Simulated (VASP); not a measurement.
Input of a VASP 6.6.1 run:

File INCAR:

```
SYSTEM = Li2S
PREC     = Accurate       ! precision mode
ENCUT    = 750            ! plane-wave cutoff, eV
EDIFF    = 1E-6           ! SCF threshold, eV
ISMEAR   = -1             ! smearing method
SIGMA    = 0.05           ! smearing width, eV
LREAL    = .FALSE.        ! projectors in reciprocal space
LASPH    = .TRUE.         ! aspherical terms in the spheres
NELM     = 120            ! most SCF steps
ALGO     = Normal         ! electronic algorithm
ISIF     = 2              ! what is computed and relaxed
LWAVE    = .FALSE.        ! write WAVECAR
LCHARG   = .FALSE.        ! write CHGCAR
GGA      = PS             ! functional
NBANDS   = 13             ! bands
GGA_COMPAT= .FALSE.
```

Contents of KPOINTS:

```
Automatic mesh
0
G
  8 8 8
  0 0 0
```

The input POSCAR:

```
Li2S
1.0
    0.0000000000      2.9002886734      2.9002886734
    2.9002886734      0.0000000000      2.9002886734
    2.9002886734      2.9002886734      0.0000000000
S Li
1 2
Direct
    0.0000000000      0.0000000000      0.0000000000
    0.7500000000      0.7500000000      0.7500000000
    0.2500000000      0.2500000000      0.2500000000
```

Potentials or basis: VASP PAW PBE potentials, release 64 (S, Li_sv).

Launch:

```console
$ cat potpaw_PBE.64/S/POTCAR potpaw_PBE.64/Li_sv/POTCAR > POTCAR
$ mpirun -np 1 vasp_std > vasp.out
```

Estimate the band gap on the k mesh.

3.25 eV (least direct gap 3.84 eV).

Predict the pressure.

-2.9 GPa.

Caveat: the PAW data sets were made with another functional, which shifts forces and pressure a little. A k mesh can miss the band edges.
